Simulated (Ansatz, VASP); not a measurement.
**TiSi2: VASP beside Ansatz**

INCAR

```
PREC = Accurate
ENCUT = 600
EDIFF = 1E-6
ISMEAR = -1
SIGMA = 0.05
LREAL = False
LASPH = True
NELM = 100
ALGO = Normal
ISIF = 2
LWAVE = False
LCHARG = False
LMAXMIX = 4
GGA = PE
NBANDS = 29
```

The input KPOINTS:

```
Automatic mesh
0
Gamma
  5 5 5
```

Contents of POSCAR:

```
TiSi2
1.0
    0.0000000000      4.1175163063      4.2628978354
    2.3895119538      0.0000000000      4.2628978354
    2.3895119538      4.1175163063      0.0000000000
Ti Si
2 4
Direct
    0.7500000000      0.7500000000      0.7500000000
    0.5000000000      0.5000000000      0.5000000000
    0.4125656100      0.0874343900      0.4125656100
    0.0874343900      0.4125656100      0.0874343900
    0.1625656100      0.8374343900      0.1625656100
    0.8374343900      0.1625656100      0.8374343900
```

The input KPOINTS_OPT:

```
path GYTZGXA1Y,TX1,XAZ,LG
20
line-mode
reciprocal
 0.0000000000  0.0000000000  0.0000000000  G
 0.5000000000  0.0000000000  0.5000000000  Y

 0.5000000000  0.0000000000  0.5000000000  Y
 1.0000000000  0.5000000000  0.5000000000  T

 1.0000000000  0.5000000000  0.5000000000  T
 0.5000000000  0.5000000000  0.0000000000  Z

 0.5000000000  0.5000000000  0.0000000000  Z
 0.0000000000  0.0000000000  0.0000000000  G

 0.0000000000  0.0000000000  0.0000000000  G
 0.0000000000  0.4127457158  0.4127457158  X

 0.0000000000  0.4127457158  0.4127457158  X
 0.5000000000  0.2443551471  0.7443551471  A1

 0.5000000000  0.2443551471  0.7443551471  A1
 0.5000000000  0.0000000000  0.5000000000  Y

 1.0000000000  0.5000000000  0.5000000000  T
 1.0000000000  0.5872542842  0.5872542842  X1

 0.0000000000  0.4127457158  0.4127457158  X
 0.5000000000  0.7556448529  0.2556448529  A

 0.5000000000  0.7556448529  0.2556448529  A
 0.5000000000  0.5000000000  0.0000000000  Z

 0.5000000000  0.5000000000  0.5000000000  L
 0.0000000000  0.0000000000  0.0000000000  G
```

The input input.yaml:

```yaml
crystal:
  lattice:
    - [0.0, 4.1175163063, 4.2628978354]
    - [2.3895119538, 0.0, 4.2628978354]
    - [2.3895119538, 4.1175163063, 0.0]
  atoms:
    - { symbol: Ti, position: [0.75, 0.75, 0.75] }
    - { symbol: Ti, position: [0.5, 0.5, 0.5] }
    - { symbol: Si, position: [0.41256561, 0.08743439, 0.41256561] }
    - { symbol: Si, position: [0.08743439, 0.41256561, 0.08743439] }
    - { symbol: Si, position: [0.16256561, 0.83743439, 0.16256561] }
    - { symbol: Si, position: [0.83743439, 0.16256561, 0.83743439] }
hamiltonian:
  xc: pbe
  pseudopotentials: { kind: paw }
kpoints:
  mp_grid: { grid: [5, 5, 5] }
  band_path:
    path:
      - [[0.0, 0.0, 0.0], [0.5, 0.0, 0.5], [1.0, 0.5, 0.5], [0.5, 0.5, 0.0], [0.0, 0.0, 0.0], [0.0, 0.4127457158, 0.4127457158], [0.5, 0.2443551471, 0.7443551471], [0.5, 0.0, 0.5]]
      - [[1.0, 0.5, 0.5], [1.0, 0.5872542842, 0.5872542842]]
      - [[0.0, 0.4127457158, 0.4127457158], [0.5, 0.7556448529, 0.2556448529], [0.5, 0.5, 0.0]]
      - [[0.5, 0.5, 0.5], [0.0, 0.0, 0.0]]
    npoints: 14
scf:
  occupations: { method: fermi_dirac, width: 0.05 }
  n_extra_bands: 15
output:
  forces: true
  stress: true
  eigenvalues: true
  fatbands: false
  write_density: true
  write_potential: true
  elf: true
  volumetric_format: npy
```

Alike in both runs: task band structure; functional PBE; k mesh 5 × 5 × 5; occupations fermi-dirac, width 0.05 eV; no spin polarisation.

```csv
,VASP,Ansatz
version,VASP 6.6.1,Ansatz 0.2.0
potentials or method,"VASP PAW PBE potentials, release 64 (Ti_sv_GW, Si_GW)",Ansatz PAW
plane-wave cutoff (eV),600,420
valence electrons in the cell,40,40
```

|  | VASP | Ansatz | Ansatz less VASP |
| --- | --- | --- | --- |
| gap on the k mesh at the Fermi level (eV) | none | none | - |
| pressure (GPa) | 1.6 | 2.1 | +0.46 |
| traceless stress, the component that is largest in VASP (GPa) | 1.53 | 1.52 | -0.014 |
| rms of the force components (eV/Å) | 0.016 | 0.016 | +0.0002 |

Atom by atom the forces differ by 0.000 eV/Å (rms over components). A gap of «none» marks a metal or a gap that the smearing closes. The functional is the same, so the differences come from potentials, cutoffs and numerics.
